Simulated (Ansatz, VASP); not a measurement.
# One calculation of MgSn2N2, two programs

```
Mg Sn N
1.0
     3.36055    0.00000    0.00000
     0.00000    3.36055    0.00000
     0.00000    0.00000    8.18839
Mg Sn N
1 2 2
Direct
  0.50000 0.50000 0.00000
  0.00000 0.00000 0.69214
  0.00000 0.00000 0.30786
  0.00000 0.50000 0.15270
  0.50000 0.00000 0.84730
```

Alike in both runs: task single point; functional PBEsol; k mesh 4 × 4 × 2; occupations gaussian, width 0.1 eV; no spin polarisation.

|  | VASP | Ansatz |
| --- | --- | --- |
| version | VASP 6.6.1 | Ansatz 0.2.0 |
| potentials or method | VASP PAW PBE potentials, release 64 (Mg, Sn_d, N), cutoff 520 eV | scalar-relativistic, plane waves, PAW |
| valence electrons in the cell | 40 | 48 |

```tsv
	VASP	Ansatz	Ansatz less VASP
gap on the k mesh at the Fermi level (eV)	none	none	-
pressure (GPa)	-2.8	-2.7	+0.05
traceless stress, the component that is largest in VASP (GPa)	0.36	0.35	-0.009
rms of the force components (eV/Å)	0.021	0.021	-0.0007
```

VASP's potentials were made for PBE, not for PBEsol. Atom by atom the forces differ by 0.009 eV/Å (rms over components). A gap of «none» marks a metal or a gap that the smearing closes. VASP's potentials hold 40 valence electrons a cell and Ansatz's 48, so a difference there can come from the potentials and not from the codes.

The k mesh is coarse, so the values compare programs but aren't converged.
